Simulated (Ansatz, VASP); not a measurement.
## AlNi: VASP beside Ansatz

Contents of POSCAR:

```
AlNi
1.0
    0.0000000000      2.6554337207      2.6554337207
    2.6554337207      0.0000000000      2.6554337207
    2.6554337207      2.6554337207      0.0000000000
Al Ni
1 1
Direct
    0.0000000000      0.0000000000      0.0000000000
    0.2500000000      0.2500000000      0.2500000000
```

The input INCAR.step1:

```
  PREC = Accurate
  ENCUT = 600
  ISMEAR = 0
  SIGMA = 0.1
  LREAL = F
  LASPH = T
  NELM = 100
  GGA = PE
  ALGO = Normal
  EDIFF = 1E-4
  LWAVE = T
  LCHARG = F
```

Contents of INCAR.step2:

```
  PREC = Accurate
  ENCUT = 600
  EDIFF = 1E-7
  ISMEAR = 0
  SIGMA = 0.1
  LREAL = F
  LASPH = T
  NELM = 100
  ALGO = Normal
  ISIF = 3
  LWAVE = F
  LCHARG = F
  METAGGA = R2SCAN
  LMIXTAU = T
  IBRION = 2
  NSW = 100
  EDIFFG = -0.01
  ISTART = 1
```

Contents of KPOINTS:

```
regular mesh
0
Gamma
  18 18 18
```

Input for Ansatz:

```yaml
crystal:
  lattice:
    - [0.0, 2.6554337207, 2.6554337207]
    - [2.6554337207, 0.0, 2.6554337207]
    - [2.6554337207, 2.6554337207, 0.0]
  atoms:
    - { symbol: Al, position: [0.0, 0.0, 0.0] }
    - { symbol: Ni, position: [0.25, 0.25, 0.25] }
basis:
  ecutwfc: 500
kpoints:
  mp_grid: { grid: [18, 18, 18] }
hamiltonian:
  xc: r2scan
scf:
  occupations: { method: gaussian, width: 0.1 }
output:
  forces: true
  stress: true
  eigenvalues: true
relax:
  adjacent_minimum: "off"
  f_tol: 0.01
  max_steps: 80
  cell: { stress_tol: 0.05 }
```

Alike in both runs: task relaxation of cell and atoms; functional r2SCAN; k mesh 18 × 18 × 18; occupations gaussian, width 0.1 eV; no spin polarisation.

```csv
,VASP,Ansatz
version,VASP 6.6.1,Ansatz 0.2.0
potentials or method,"VASP PAW PBE potentials, release 64 (Al, Ni), cutoff 600 eV","scalar-relativistic, plane waves, PAW"
valence electrons in the cell,13,21
```

|  | VASP | Ansatz | Ansatz less VASP |
| --- | --- | --- | --- |
| gap on the k mesh at the Fermi level, each at its own relaxed structure (eV) | none | none | - |
| relaxed volume (Å³/atom) | 18.66 | 18.72 | +0.063 |
| relaxed cell length with the largest relative difference (Å) | 3.751 | 3.755 | +0.0042 |

VASP's potentials were made for PBE, not for r2SCAN. A gap of «none» marks a metal or a gap that the smearing closes. VASP's potentials hold 13 valence electrons a cell and Ansatz's 21, so a difference there can come from the potentials and not from the codes.
